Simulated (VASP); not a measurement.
# GaN (rocksalt type) (Fm-3m) in VASP: density of states with PBEsol

Aim: the density of states of GaN (rocksalt type) with PBEsol.

Everything below comes from runs of VASP 6.6.1. Logs are shortened: lines on timing, memory, paths and dates and some standing lists are left out, and cuts for length are marked.

## 1. The cell of the first run

Symmetry: Fm-3m, No. 225, cubic system. The conventional cell has a = 4.220 Å, b = 4.220 Å, c = 4.220 Å, α = 90.00°, β = 90.00°, γ = 90.00°. Ga (site symmetry m-3m) has 6 N at 2.11 Å within 2.8 Å. Within 2.8 Å of N (site symmetry m-3m) lie 6 Ga at 2.11 Å.

## 2. Density of states, PBEsol

Contents of POSCAR:

```
GaN
1.0
    0.0000000000      2.1097702465      2.1097702465
    2.1097702465      0.0000000000      2.1097702465
    2.1097702465      2.1097702465      0.0000000000
Ga N
1 1
Direct
    0.0000000000      0.0000000000      0.0000000000
    0.5000000000      0.5000000000      0.5000000000
```

Contents of INCAR.step1:

```
PREC = Accurate
ENCUT = 520
EDIFF = 1E-6
ISMEAR = -1
SIGMA = 0.05
LREAL = F
LASPH = T
NELM = 120
ALGO = Normal
ISIF = 2
LWAVE = F
LCHARG = T
GGA = PS
NBANDS = 16
GGA_COMPAT = F
NEDOS = 2001
LORBIT = 11
```

Contents of KPOINTS.step1:

```
Automatic mesh
0
Gamma
  17 17 17
```

Contents of INCAR.step2:

```
PREC = Accurate
ENCUT = 520
EDIFF = 1E-6
ISMEAR = -5
SIGMA = 0.05
LREAL = F
LASPH = T
NELM = 120
ALGO = Normal
ISIF = 2
LWAVE = F
LCHARG = F
GGA = PS
LORBIT = 10
NEDOS = 2001
ICHARG = 11
GGA_COMPAT = F
```

Contents of KPOINTS.step2:

```
Automatic mesh
0
Gamma
  26 26 26
```

Potentials or basis: VASP PAW PBE potentials, release 64 (Ga_d, N).

Command:

```bash
$ cat potpaw_PBE.64/Ga_d/POTCAR potpaw_PBE.64/N/POTCAR > POTCAR
$ cp INCAR.step1 INCAR
$ cp KPOINTS.step1 KPOINTS
$ mpirun -np 1 vasp_std > vasp.out
$ cp INCAR.step2 INCAR
$ cp KPOINTS.step2 KPOINTS
$ mpirun -np 1 vasp_std > vasp.out
```

OUTCAR:

```text
PREC = Accurate
   ENCUT = 520
   EDIFF = 1E-6
   ISMEAR = -5
   LREAL = F
   LASPH = T
   NELM = 120
   ISIF = 2
   GGA = PS
   LORBIT = 10
   ICHARG = 11

 ion  position               nearest neighbor table
   1  0.000  0.000  0.000-   2 2.11   2 2.11   2 2.11   2 2.11   2 2.11   2 2.11
   2  0.500  0.500  0.500-   1 2.11   1 2.11   1 2.11   1 2.11   1 2.11   1 2.11

  LATTYP: Found a face centered cubic cell.
 ALAT       =     4.2195404930

  Lattice vectors:

 A1 = (   0.0000000000,   2.1097702465,   2.1097702465)
 A2 = (   2.1097702465,   0.0000000000,   2.1097702465)
 A3 = (   2.1097702465,   2.1097702465,   0.0000000000)

Analysis of symmetry for initial positions (statically):
=====================================================================
 Subroutine PRICEL returns:
 Original cell was already a primitive cell.

 Routine SETGRP: Setting up the symmetry group for a
 face centered cubic supercell.

 Subroutine GETGRP returns: Found 48 space group operations
 (whereof 48 operations were pure point group operations)
 out of a pool of 48 trial point group operations.

The static configuration has the point symmetry O_h .

Analysis of symmetry for dynamics (positions and initial velocities):
=====================================================================
 Subroutine PRICEL returns:
 Original cell was already a primitive cell.

 Routine SETGRP: Setting up the symmetry group for a
 face centered cubic supercell.

 Subroutine GETGRP returns: Found 48 space group operations
 (whereof 48 operations were pure point group operations)
 out of a pool of 48 trial point group operations.

The dynamic configuration has the point symmetry O_h .

 Subroutine INISYM returns: Found 48 space group operations
 (whereof 48 operations are pure point group operations),
 and found     1 'primitive' translations

----------------------------------------------------------------------------------------

                                     Primitive cell

  volume of cell :      18.7817

  direct lattice vectors                    reciprocal lattice vectors
     0.000000000  2.109770247  2.109770247    -0.236992630  0.236992630  0.236992630
     2.109770247  0.000000000  2.109770247     0.236992630 -0.236992630  0.236992630
     2.109770247  2.109770247  0.000000000     0.236992630  0.236992630 -0.236992630

  length of vectors
     2.983665696  2.983665696  2.983665696     0.410483277  0.410483277  0.410483277

  position of ions in fractional coordinates (direct lattice)
     0.000000000  0.000000000  0.000000000
     0.500000000  0.500000000  0.500000000

  ion indices of the primitive-cell ions
   primitive index   ion index
                 1           1
                 2           2

----------------------------------------------------------------------------------------

 KPOINTS: Automatic mesh

Automatic generation of k-mesh.
 Grid dimensions read from file:
 generate k-points for:   26   26   26

 Generating k-lattice:

  Cartesian coordinates                     Fractional coordinates (reciprocal lattice)
    -0.009115101  0.009115101  0.009115101     0.038461538  0.000000000  0.000000000
     0.009115101 -0.009115101  0.009115101     0.000000000  0.038461538  0.000000000
     0.009115101  0.009115101 -0.009115101     0.000000000  0.000000000  0.038461538

  Length of vectors
     0.015787818  0.015787818  0.015787818

  Shift w.r.t. Gamma in fractional coordinates (k-lattice)
     0.000000000  0.000000000  0.000000000

 TETIRR: Found   2360 inequivalent tetrahedra from   105456

 Subroutine IBZKPT returns following result:
 ===========================================

 Found    511 irreducible k-points:

 Following reciprocal coordinates:
            Coordinates               Weight
  0.000000  0.000000  0.000000      1.000000
  0.038462  0.000000  0.000000      8.000000
  0.076923  0.000000  0.000000      8.000000
  0.115385  0.000000  0.000000      8.000000
  0.153846  0.000000  0.000000      8.000000
  0.192308  0.000000  0.000000      8.000000
[... 16 lines left out ...]
  0.346154  0.038462  0.000000     24.000000
  0.384615  0.038462  0.000000     24.000000
 [... further k-points ...]
   k-points           NKPTS =    511   k-points in BZ     NKDIM =    511   number of bands    NBANDS=     13
   number of dos      NEDOS =   2001   number of ions     NIONS =      2
   total plane-waves  NPLWV =  13824
   dimension x,y,z NGX =    24 NGY =   24 NGZ =   24
   dimension x,y,z NGXF=    48 NGYF=   48 NGZF=   48
   ions per type =               1   1
   NGX,Y,Z   is equivalent  to a cutoff of  13.37, 13.37, 13.37 a.u.
   NGXF,Y,Z  is equivalent  to a cutoff of  26.74, 26.74, 26.74 a.u.
 SYSTEM =  unknown system
   PREC   = accura    normal or accurate (medium, high low for compatibility)
   ISTART =      0    job   : 0-new  1-cont  2-samecut
   ICHARG =     11    charge: 1-file 2-atom 10-const
   ISPIN  =      1    spin polarized calculation?
   LNONCOLLINEAR =      F non collinear calculations
   LSORBIT =      F    spin-orbit coupling
   LASPH  =      T    aspherical Exc in radial PAW
   ENCUT  =  520.0 eV  38.22 Ry    6.18 a.u.   5.55  5.55  5.55*2*pi/ulx,y,z
   NELM   =    120;   NELMIN=  2; NELMDL=  0     # of ELM steps
   EDIFF  = 0.1E-05   stopping-criterion for ELM
   LREAL  =      F    real-space projection
   EDIFFG = 0.1E-04   stopping-criterion for IOM
   NSW    =      0    number of steps for IOM
   IBRION =     -1    ionic relax: 0-MD 1-quasi-New 2-CG
   NFREE  =      0    steps in history (QN), initial steepest desc. (CG)
   ISIF   =      2    stress and relaxation
   ISYM   =      2    0-nonsym 1-usesym 2-fastsym
   POTIM  = 0.5000    time-step for ionic-motion
   TEBEG  =    0.0;   TEEND  =   0.0 temperature during run
   PSTRESS=    0.0 pullay stress
   NELECT =      18.0000    total number of electrons
   NUPDOWN=      -1.0000    fix difference up-down
   EMIN   =  10.00;   EMAX   =-10.00  energy-range for DOS
   EFERMI =   0.00;   METHOD = LEGACY
   ISMEAR =    -5;   SIGMA  =   0.05  broadening in eV -4-tet -1-fermi 0-gaus
   EFERMI_NEDOS =   21; number of points for ismear=-14 and -15
   IALGO  =     38    algorithm
   IMIX   =      4    mixing-type and parameters
     AMIX     =   0.40;   BMIX     =  1.00
     AMIX_MAG =   1.60;   BMIX_MAG =  1.00
  volume/ion in A,a.u.               =       9.39        63.37
  Fermi-wavevector in a.u.,A,eV,Ry     =   1.614063  3.050137 35.445893  2.605200
  Thomas-Fermi vector in A             =   2.709032
   LORBIT       =     10    0 simple, 1 ext, 2 COOP (PROOUT), +10 PAW based schemes
   GGA     = PS    functional components
   LHFCALC =     F    Hartree Fock is set to
   AEXX    =    0.0000 exact exchange contribution
   IVDW    =     0    specifies the selected vdW correction
   LEPSILON=     F    determine dielectric tensor
   LRPA    =     F    only Hartree local field effects (RPA)
 non-spin polarized calculation
 Fermi weights with tetrahedron method with Bloechl corrections
  energy-cutoff  :      520.00
  volume of cell :       18.78
 maximum number of plane-waves:       531
 NGX is ok and might be reduce to    24

 number of electron      18.0000008 magnetization

 Free energy of the ion-electron system (eV)
  ---------------------------------------------------
  ext. energy  EPLUGINS =         0.00000000
  ---------------------------------------------------
  free energy    TOTEN  =       -12.26030371 eV

  energy without entropy =      -12.26030371  energy(sigma->0) =      -12.26030371

 E-fermi :   7.8535     XC(G=0): -13.3081

 val. band max:        7.8436648055   @ k =  -0.1923   0.1538   0.0000
 cond. band min:       8.3803704467   @ k =   0.5000   0.5000   0.0000
 fundamental gap:      0.5367056412
 Fermi energy:         7.8534905703

 k-point     1 :       0.0000    0.0000    0.0000
  band No.  band energies     occupation
      1      -9.5329      2.00000
      2      -6.0903      2.00000
      3      -6.0903      2.00000
      4      -6.0903      2.00000
      5      -6.0052      2.00000
      6      -6.0052      2.00000
      7       7.3083      2.00000
      8       7.3083      2.00000
      9       7.3083      2.00000
     10      10.1265      0.00000
     11      22.4714      0.00000
     12      22.4714      0.00000
     13      22.4714      0.00000

 k-point     2 :       0.0385    0.0000    0.0000
  band No.  band energies     occupation
      1      -9.5035      2.00000
      2      -6.0916      2.00000
      3      -6.0884      2.00000
      4      -6.0884      2.00000
      5      -6.0077      2.00000
      6      -6.0077      2.00000
      7       7.0847      2.00000
      8       7.3117      2.00000
      9       7.3117      2.00000
     10      10.3174      0.00000
     11      21.7009      0.00000
     12      22.3683      0.00000
     13      22.3683      0.00000

 k-point     3 :       0.0769    0.0000    0.0000
  band No.  band energies     occupation
      1      -9.4157      2.00000
      2      -6.0953      2.00000
      3      -6.0837      2.00000
      4      -6.0837      2.00000
      5      -6.0138      2.00000
      6      -6.0138      2.00000
      7       6.5378      2.00000
      8       7.3218      2.00000
      9       7.3218      2.00000
     10      10.7642      0.00000
     11      20.6339      0.00000
     12      22.0133      0.00000
     13      22.0133      0.00000
[... 305 lines left out ...]
 k-point    23 :       0.3462    0.0385    0.0000
  band No.  band energies     occupation
      1      -7.5607      2.00000
      2      -6.2203      2.00000
      3      -6.1931      2.00000
      4      -6.1447      2.00000
      5      -5.9097      2.00000
      6      -5.9003      2.00000
      7       1.3636      2.00000
      8       7.3476      2.00000
      9       7.5790      2.00000
     10      12.9068      0.00000
     11      16.7869      0.00000
     12      17.8882      0.00000
     13      18.0917      0.00000

 k-point    24 :       0.3846    0.0385    0.0000
  band No.  band energies     occupation
      1      -7.1981      2.00000
      2      -6.2449      2.00000
      3      -6.2168      2.00000
      4      -6.1459      2.00000
      5      -5.8817      2.00000
      6      -5.8816      2.00000
      7       0.6929      2.00000
      8       7.4116      2.00000
      9       7.5853      2.00000
     10      12.8222      0.00000
     11      16.6017      0.00000
     12      17.6636      0.00000
     13      17.7449      0.00000

 [... further k-points ...]
[... 5 lines left out ...]
  --------------------------------------------------------------------------------------
  -------------------------------------------------------------------------------------
  Total        0.0553189      0.0553189      0.0553189      0.0000000     -0.0000000     -0.0000000
  in kB        4.7189814      4.7189814      4.7189814      0.0000000     -0.0000000     -0.0000000
  external PRESSURE =       4.7189814 kB  Pullay stress =       0.0000000 kB

 VOLUME and BASIS-vectors are now :
 -----------------------------------------------------------------------------
  energy-cutoff  :      520.00
  volume of cell :       18.78
      direct lattice vectors                 reciprocal lattice vectors
     0.000000000  2.109770247  2.109770247    -0.236992630  0.236992630  0.236992630
     2.109770247  0.000000000  2.109770247     0.236992630 -0.236992630  0.236992630
     2.109770247  2.109770247  0.000000000     0.236992630  0.236992630 -0.236992630

 POSITION                                       TOTAL-FORCE (eV/Angst)
 -----------------------------------------------------------------------------------
      0.00000      0.00000      0.00000        -0.000000     -0.000000      0.000000
      2.10977      2.10977      2.10977         0.000000      0.000000     -0.000000
 -----------------------------------------------------------------------------------
    total drift:                                0.000000     -0.000000     -0.000000

  FREE ENERGIE OF THE ION-ELECTRON SYSTEM (eV)
  ---------------------------------------------------
  free  energy   TOTEN  =       -12.2603037076 eV

  energy  without entropy=      -12.2603037076  energy(sigma->0) =      -12.26030371

 total charge

# of ion       s       p       d       tot
------------------------------------------
    1        0.719   0.752  10.201  11.672
    2        1.235   2.481   0.000   3.715
--------------------------------------------------
tot          1.954   3.232  10.201  15.388
```

It took 53 s on 1 thread of Intel Xeon Platinum 8488C (Sapphire Rapids), shared host; peak memory 0.25 GiB.

Results:

```
Valence electrons inside the program's atomic spheres : Ga 11.67; N 3.71
```

Caveat: the PAW data sets were made with another functional, which shifts forces and pressure a little.
